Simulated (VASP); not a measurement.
# WC (Qusongite) (P-6m2) in VASP: further runs, part 2 of 2

VASP 6.6.1.

## (3) Single point, PBE

Input file INCAR:

```
SYSTEM = WC
ALGO = Normal
EDIFF = 1E-6
ENCUT = 520
GGA = PE
ISIF = 2
ISMEAR = -1
LASPH = .True.
LCHARG = .False.
LREAL = .False.
LWAVE = .False.
NBANDS = 16
NELM = 80
PREC = Accurate
SIGMA = 0.06
```

Input file KPOINTS:

```
k-points
0
Gamma
  7 7 6
  0 0 0
```

Input file POSCAR:

```
WC
1.0
    2.9065000000      0.0000000000      0.0000000000
   -1.4532500000      2.5171028361      0.0000000000
    0.0000000000      0.0000000000      2.8366000000
W C
1 1
Direct
    0.0000000000      0.0000000000      0.0000000000
    0.6666666667      0.3333333333      0.5000000000
```

Potentials or basis: VASP PAW PBE potentials, release 64 (W_sv, C).

Command:

```sh
> cat potpaw_PBE.64/W_sv/POTCAR potpaw_PBE.64/C/POTCAR > POTCAR
> mpirun -np 1 vasp_std > vasp.out
```

OUTCAR:

```text
SYSTEM = WC
   EDIFF = 1E-6
   ENCUT = 520
   GGA = PE
   ISIF = 2
   ISMEAR = -1
   LASPH = .True.
   LREAL = .False.
   NELM = 80
   PREC = Accurate

 ion  position               nearest neighbor table
   1  0.000  0.000  0.000-   2 2.20   2 2.20   2 2.20   2 2.20   2 2.20   2 2.20
   2  0.667  0.333  0.500-   1 2.20   1 2.20   1 2.20   1 2.20   1 2.20   1 2.20

  LATTYP: Found a hexagonal cell.
 ALAT       =     2.9065000000
 C/A-ratio  =     0.9759504559

  Lattice vectors:

 A1 = (   2.9065000000,   0.0000000000,   0.0000000000)
 A2 = (  -1.4532500000,   2.5171028361,   0.0000000000)
 A3 = (   0.0000000000,   0.0000000000,   2.8366000000)

Analysis of symmetry for initial positions (statically):
=====================================================================
 Subroutine PRICEL returns:
 Original cell was already a primitive cell.

 Routine SETGRP: Setting up the symmetry group for a
 hexagonal supercell.

 Subroutine GETGRP returns: Found 12 space group operations
 (whereof 12 operations were pure point group operations)
 out of a pool of 24 trial point group operations.

The static configuration has the point symmetry D_3h.

Analysis of symmetry for dynamics (positions and initial velocities):
=====================================================================
 Subroutine PRICEL returns:
 Original cell was already a primitive cell.

 Routine SETGRP: Setting up the symmetry group for a
 hexagonal supercell.

 Subroutine GETGRP returns: Found 12 space group operations
 (whereof 12 operations were pure point group operations)
 out of a pool of 24 trial point group operations.

The dynamic configuration has the point symmetry D_3h.

 Subroutine INISYM returns: Found 12 space group operations
 (whereof 12 operations are pure point group operations),
 and found     1 'primitive' translations

----------------------------------------------------------------------------------------

                                     Primitive cell

  volume of cell :      20.7525

  direct lattice vectors                    reciprocal lattice vectors
     2.906500000  0.000000000  0.000000000     0.344056425  0.198641070  0.000000000
    -1.453250000  2.517102836  0.000000000     0.000000000  0.397282139  0.000000000
     0.000000000  0.000000000  2.836600000     0.000000000  0.000000000  0.352534725

  length of vectors
     2.906500000  2.906500000  2.836600000     0.397282139  0.397282139  0.352534725

  position of ions in fractional coordinates (direct lattice)
     0.000000000  0.000000000  0.000000000
     0.666666667  0.333333333  0.500000000

  ion indices of the primitive-cell ions
   primitive index   ion index
                 1           1
                 2           2

----------------------------------------------------------------------------------------

 KPOINTS: k-points

Automatic generation of k-mesh.
 Grid dimensions read from file:
 generate k-points for:    7    7    6

 Generating k-lattice:

  Cartesian coordinates                     Fractional coordinates (reciprocal lattice)
     0.049150918  0.028377296  0.000000000     0.142857143  0.000000000  0.000000000
     0.000000000  0.056754591  0.000000000     0.000000000  0.142857143  0.000000000
     0.000000000  0.000000000  0.058755787     0.000000000  0.000000000  0.166666667

  Length of vectors
     0.056754591  0.056754591  0.058755787

  Shift w.r.t. Gamma in fractional coordinates (k-lattice)
     0.000000000  0.000000000  0.000000000

 Subroutine IBZKPT returns following result:
 ===========================================

 Found     32 irreducible k-points:

 Following reciprocal coordinates:
            Coordinates               Weight
  0.000000  0.000000  0.000000      1.000000
  0.142857  0.000000  0.000000      6.000000
  0.285714  0.000000  0.000000      6.000000
  0.428571 -0.000000  0.000000      6.000000
  0.142857  0.142857  0.000000      6.000000
  0.285714  0.142857  0.000000     12.000000
[... 16 lines left out ...]
  0.428571  0.142857  0.333333     12.000000
  0.285714  0.285714  0.333333     12.000000
 [... further k-points ...]
   k-points           NKPTS =     32   k-points in BZ     NKDIM =     32   number of bands    NBANDS=     16
   number of dos      NEDOS =    301   number of ions     NIONS =      2
   total plane-waves  NPLWV =  13824
   dimension x,y,z NGX =    24 NGY =   24 NGZ =   24
   dimension x,y,z NGXF=    48 NGYF=   48 NGZF=   48
   ions per type =               1   1
   NGX,Y,Z   is equivalent  to a cutoff of  13.73, 13.73, 14.07 a.u.
   NGXF,Y,Z  is equivalent  to a cutoff of  27.46, 27.46, 28.13 a.u.
 SYSTEM =  WC
   PREC   = accura    normal or accurate (medium, high low for compatibility)
   ISTART =      0    job   : 0-new  1-cont  2-samecut
   ICHARG =      2    charge: 1-file 2-atom 10-const
   ISPIN  =      1    spin polarized calculation?
   LNONCOLLINEAR =      F non collinear calculations
   LSORBIT =      F    spin-orbit coupling
   LASPH  =      T    aspherical Exc in radial PAW
   ENCUT  =  520.0 eV  38.22 Ry    6.18 a.u.   5.40  5.40  5.27*2*pi/ulx,y,z
   NELM   =     80;   NELMIN=  2; NELMDL= -5     # of ELM steps
   EDIFF  = 0.1E-05   stopping-criterion for ELM
   LREAL  =      F    real-space projection
   EDIFFG = 0.1E-04   stopping-criterion for IOM
   NSW    =      0    number of steps for IOM
   IBRION =     -1    ionic relax: 0-MD 1-quasi-New 2-CG
   NFREE  =      0    steps in history (QN), initial steepest desc. (CG)
   ISIF   =      2    stress and relaxation
   ISYM   =      2    0-nonsym 1-usesym 2-fastsym
   POTIM  = 0.5000    time-step for ionic-motion
   TEBEG  =    0.0;   TEEND  =   0.0 temperature during run
   PSTRESS=    0.0 pullay stress
   NELECT =      18.0000    total number of electrons
   NUPDOWN=      -1.0000    fix difference up-down
   EMIN   =  10.00;   EMAX   =-10.00  energy-range for DOS
   EFERMI =   0.00;   METHOD = LEGACY
   ISMEAR =    -1;   SIGMA  =   0.06  broadening in eV -4-tet -1-fermi 0-gaus
   EFERMI_NEDOS =   21; number of points for ismear=-14 and -15
   IALGO  =     38    algorithm
   IMIX   =      4    mixing-type and parameters
     AMIX     =   0.40;   BMIX     =  1.00
     AMIX_MAG =   1.60;   BMIX_MAG =  1.00
  volume/ion in A,a.u.               =      10.38        70.02
  Fermi-wavevector in a.u.,A,eV,Ry     =   1.561262  2.950358 33.164744  2.437540
  Thomas-Fermi vector in A             =   2.664353
   LORBIT       =      0    0 simple, 1 ext, 2 COOP (PROOUT), +10 PAW based schemes
   GGA     = PE    functional components
   LHFCALC =     F    Hartree Fock is set to
   AEXX    =    0.0000 exact exchange contribution
   IVDW    =     0    specifies the selected vdW correction
   LEPSILON=     F    determine dielectric tensor
   LRPA    =     F    only Hartree local field effects (RPA)
 non-spin polarized calculation
  energy-cutoff  :      520.00
  volume of cell :       20.75
 maximum number of plane-waves:       580
 NGX is ok and might be reduce to    24
   NGX = 11   NGY = 11   NGZ = 11

 number of electron      18.0000000 magnetization

 Free energy of the ion-electron system (eV)
  ---------------------------------------------------
  ext. energy  EPLUGINS =         0.00000000
  ---------------------------------------------------
  free energy    TOTEN  =       -22.43473413 eV

  energy without entropy =      -22.42951526  energy(sigma->0) =      -22.43212469

 E-fermi :  11.1830     XC(G=0): -13.8012

 val. band max:       11.1727339455   @ k =   0.1429   0.0000   0.5000
 cond. band min:      11.2777857302   @ k =   0.1429   0.0000   0.3333
 fundamental gap:      0.1050517847
 Fermi energy:        11.1829755047

 k-point     1 :       0.0000    0.0000    0.0000
  band No.  band energies     occupation
      1     -62.9267      2.00000
      2     -26.9181      2.00000
      3     -26.7999      2.00000
      4     -26.7999      2.00000
      5      -3.3770      2.00000
      6       6.7618      2.00000
[... 8 lines left out ...]
     15      25.4223      0.00000
     16      27.8090      0.00000

 k-point     2 :       0.1429    0.0000    0.0000
  band No.  band energies     occupation
      1     -62.9157      2.00000
      2     -26.9602      2.00000
      3     -26.8973      2.00000
      4     -26.8363      2.00000
      5      -2.8575      2.00000
      6       6.5926      2.00000
[... 8 lines left out ...]
     15      24.7996      0.00000
     16      28.8876      0.00000
[... 387 lines left out ...]
      5       0.0896      2.00000
      6       4.3952      2.00000
[... 8 lines left out ...]
     15      24.7318      0.00000
     16      26.0705      0.00000

 k-point    24 :       0.2857    0.2857    0.3333
  band No.  band energies     occupation
      1     -62.8338      2.00000
      2     -27.3790      2.00000
      3     -27.3100      2.00000
      4     -27.1728      2.00000
      5       0.2181      2.00000
      6       4.5882      2.00000
[... 8 lines left out ...]
     15      24.3707      0.00000
     16      26.0251      0.00000

 [... further k-points ...]
[... 5 lines left out ...]
  --------------------------------------------------------------------------------------
  -------------------------------------------------------------------------------------
  Total        0.9708861      0.9708861      0.8297508      0.0000000     -0.0000000     -0.0000000
  in kB       74.9565290     74.9565290     64.0602891      0.0000000     -0.0000000     -0.0000000
  external PRESSURE =      71.3244490 kB  Pullay stress =       0.0000000 kB

 VOLUME and BASIS-vectors are now :
 -----------------------------------------------------------------------------
  energy-cutoff  :      520.00
  volume of cell :       20.75
      direct lattice vectors                 reciprocal lattice vectors
     2.906500000  0.000000000  0.000000000     0.344056425  0.198641070  0.000000000
    -1.453250000  2.517102836  0.000000000     0.000000000  0.397282139  0.000000000
     0.000000000  0.000000000  2.836600000     0.000000000  0.000000000  0.352534725

 POSITION                                       TOTAL-FORCE (eV/Angst)
 -----------------------------------------------------------------------------------
      0.00000      0.00000      0.00000         0.000000     -0.000000      0.000000
      1.45325      0.83903      1.41830         0.000000      0.000000      0.000000
 -----------------------------------------------------------------------------------
    total drift:                                0.000000     -0.000000      0.000000

  FREE ENERGIE OF THE ION-ELECTRON SYSTEM (eV)
  ---------------------------------------------------
  free  energy   TOTEN  =       -22.4347341260 eV

  energy  without entropy=      -22.4295152637  energy(sigma->0) =      -22.43212469
```

stdout:

```text
POSCAR found type information on POSCAR W C
 POSCAR found :  2 types and       2 ions
 scaLAPACK will be used
 LDA part: xc-table for (Slater+PW92), standard interpolation
 POSCAR, INCAR and KPOINTS ok, starting setup
 FFT: planning ... GRIDC
 FFT: planning ... GRID_SOFT
 FFT: planning ... GRID
 WAVECAR not read
 entering main loop
```

Wall time 6.1 s (1 thread of Intel Xeon 6975P-C (Granite Rapids), shared host); peak memory 0.14 GiB.

Results:

- Free energy: -22.4347 eV
- Pressure: 7.1 GPa
- Band gap on the k mesh: zero (band 9 reaches 11.40 eV, above the bottom of band 10 at 10.50 eV)

Stress tensor (GPa, compression positive):
```
7.50 0.00 0.00
0.00 7.50 0.00
0.00 0.00 6.41
```

Caveat: the k points lie up to 0.37 Å⁻¹ apart; spin-orbit coupling is left out, which moves the levels of the heavy elements.
